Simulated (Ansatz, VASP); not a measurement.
HfTe2W2 in VASP and in Ansatz

File INCAR:

```
SYSTEM = HfTe2W2
PREC     = Accurate       ! precision mode
ENCUT    = 600            ! plane-wave cutoff, eV
EDIFF    = 1E-7           ! SCF threshold, eV
ISMEAR   = 0              ! smearing method
SIGMA    = 0.1            ! smearing width, eV
LREAL    = .False.        ! projectors in reciprocal space
LASPH    = .True.         ! aspherical terms in the spheres
NELM     = 100            ! most SCF steps
ALGO     = Fast           ! electronic algorithm
ISIF     = 3              ! what is computed and relaxed
LWAVE    = .False.        ! write WAVECAR
LCHARG   = .False.        ! write CHGCAR
GGA      = PE             ! functional
IBRION   = 2              ! ionic algorithm
NSW      = 90             ! ionic steps
EDIFFG   = -0.04          ! ionic threshold
```

File KPOINTS:

```
Automatic mesh
0
Gamma
  4 4 2
  0 0 0
```

Contents of POSCAR:

```
HfTe2W2
1.0
    4.1277209900      0.0000000000      0.0000000000
    0.0000000000      4.1277209900      0.0000000000
    0.0000000000      0.0000000000      8.3946250500
Hf Te W
1 2 2
Direct
    0.5000000000      0.5000000000      0.6315550800
    0.5000000000      0.0000000000      0.5140781900
    0.0000000000      0.5000000000      0.5140781900
    0.5000000000      0.0000000000      0.1009059400
    0.0000000000      0.5000000000      0.1009059400
```

Input for Ansatz:

```yaml
crystal:
  lattice:
    - [4.12772099, 0.0, 0.0]
    - [0.0, 4.12772099, 0.0]
    - [0.0, 0.0, 8.39462505]
  atoms:
    - { symbol: Hf, position: [0.5, 0.5, 0.63155508] }
    - { symbol: Te, position: [0.5, 0.0, 0.51407819] }
    - { symbol: Te, position: [0.0, 0.5, 0.51407819] }
    - { symbol: W, position: [0.5, 0.0, 0.10090594] }
    - { symbol: W, position: [0.0, 0.5, 0.10090594] }
basis:
  ecutwfc: 420
kpoints:
  mp_grid: { grid: [4, 4, 2] }
hamiltonian:
  xc: pbe
scf:
  occupations: { method: gaussian, width: 0.1 }
  lower_state_search: "off"
output:
  forces: true
  stress: true
  eigenvalues: true
relax:
  adjacent_minimum: "off"
  f_tol: 0.04
  max_steps: 70
  cell: { stress_tol: 0.4 }
```

Alike in both runs: task relaxation of cell and atoms; functional PBE; k mesh 4 × 4 × 2; occupations gaussian, width 0.1 eV; no spin polarisation.

```csv
,VASP,Ansatz
version,VASP 6.6.1,Ansatz 0.2.0
potentials or method,"VASP PAW PBE potentials, release 64 (Hf_pv, Te, W_sv), cutoff 600 eV","scalar-relativistic, plane waves, PAW"
valence electrons in the cell,50,86
```

Ansatz gave:

- gap on the k mesh at the Fermi level, each at its own relaxed structure (eV): none
- relaxed volume (Å³/atom): 23.81
- relaxed cell length with the largest relative difference (Å): 7.163

Task: Estimate VASP's values.

Result: gap on the k mesh at the Fermi level, each at its own relaxed structure (eV): none; relaxed volume (Å³/atom): 23.82; relaxed cell length with the largest relative difference (Å): 7.155.

A gap of «none» marks a metal or a gap that the smearing closes. VASP's potentials hold 50 valence electrons a cell and Ansatz's 86, so a difference there can come from the potentials and not from the codes.

The k mesh is coarse, so the values compare programs but aren't converged. Spin-orbit coupling is off throughout. Noted on VASP's run: the volume moved by over 15 % at a fixed basis, so the end points are rough.
